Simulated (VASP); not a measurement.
A run of VASP 6.6.1 is set up as follows.

Contents of INCAR:

```
PREC     = Accurate       # precision mode
ENCUT    = 520            # plane-wave cutoff, eV
EDIFF    = 1E-7           # SCF threshold, eV
ISMEAR   = 0              # smearing method
SIGMA    = 0.15           # smearing width, eV
LREAL    = F              # projectors in reciprocal space
LASPH    = T              # aspherical terms in the spheres
NELM     = 100            # most SCF steps
ALGO     = Fast           # electronic algorithm
ISIF     = 2              # what is computed and relaxed
LWAVE    = F              # write WAVECAR
LCHARG   = T              # write CHGCAR
GGA      = PS             # functional
LELF     = T              # ELF
LVHAR    = T            
NBANDS   = 21             # bands
```

KPOINTS

```
Automatic mesh
0
Gamma
  21 21 12
```

File POSCAR:

```
Ru
1.0
    2.7021760971      0.0000000000      0.0000000000
   -1.3510880485      2.3401531456      0.0000000000
    0.0000000000      0.0000000000      4.4826399275
Ru
2
Direct
    0.3333333333      0.6666666667      0.2500000000
    0.6666666667      0.3333333333      0.7500000000
```

Potentials or basis: VASP PAW PBE potentials, release 64 (Ru_pv).

Launch:

```bash
$ cat potpaw_PBE.64/Ru_pv/POTCAR > POTCAR
$ mpirun -np 1 vasp_std > vasp.out
```

Question: What does it give for the pressure?

Answer: -18.4 GPa.

Question: Estimate the band gap on the k mesh.

Answer: Zero (band 14 reaches 13.51 eV, above the bottom of band 15 at 10.53 eV).

Stress tensor (GPa, compression positive):
```
-11.47   0.00   0.00
  0.00 -11.47   0.00
  0.00   0.00 -32.15
```

Caveat: the PAW data sets were made with another functional, which shifts forces and pressure a little.
